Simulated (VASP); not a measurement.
Write the native input for VASP 6.6.1 that does the following.

- Task: single point
- Functional: PBE
- Potentials or basis: VASP PAW PBE potentials, release 64 (Si, C)
- Cutoff: 520 eV
- k mesh: 14 × 14 × 14
- Occupations: fermi-dirac, width 0.08 eV
- Spin: no spin polarisation
- Dipole correction: no
- Further INCAR settings: ALGO = Normal; EDIFF = 1e-07; NBANDS = 11

The structure of SiC (CsCl type) lies in POSCAR:

```
SiC
1.0
    2.6415548226      0.0000000000      0.0000000000
    0.0000000000      2.6415548226      0.0000000000
    0.0000000000      0.0000000000      2.6415548226
Si C
1 1
Direct
    0.0000000000      0.0000000000      0.0000000000
    0.5000000000      0.5000000000      0.5000000000
```

The input as run:

INCAR

```
SYSTEM = SiC
PREC     = Accurate       ! precision mode
ENCUT    = 520            ! plane-wave cutoff, eV
EDIFF    = 1E-7           ! SCF threshold, eV
ISMEAR   = -1             ! smearing method
SIGMA    = 0.08           ! smearing width, eV
LREAL    = .FALSE.        ! projectors in reciprocal space
LASPH    = .TRUE.         ! aspherical terms in the spheres
NELM     = 80             ! most SCF steps
ALGO     = Normal         ! electronic algorithm
ISIF     = 2              ! what is computed and relaxed
LWAVE    = .FALSE.        ! write WAVECAR
LCHARG   = .TRUE.         ! write CHGCAR
GGA      = PE             ! functional
LELF     = .TRUE.         ! ELF
LVHAR    = .TRUE.       
NBANDS   = 11             ! bands
```

KPOINTS

```
Automatic mesh
0
G
  14 14 14
  0 0 0
```

Potentials or basis: VASP PAW PBE potentials, release 64 (Si, C).

The run is started by

```bash
$ cat potpaw_PBE.64/Si/POTCAR potpaw_PBE.64/C/POTCAR > POTCAR
$ mpirun -np 1 vasp_std > vasp.out
```

It gave:

* Pressure: 0.0 GPa
* Band gap on the k mesh: zero (bands 4 and 5 overlap by 3.97 eV)

Wall time 26 s on 1 thread of Intel Xeon 8259CL, with other jobs on the host, peak memory 0.14 GiB.
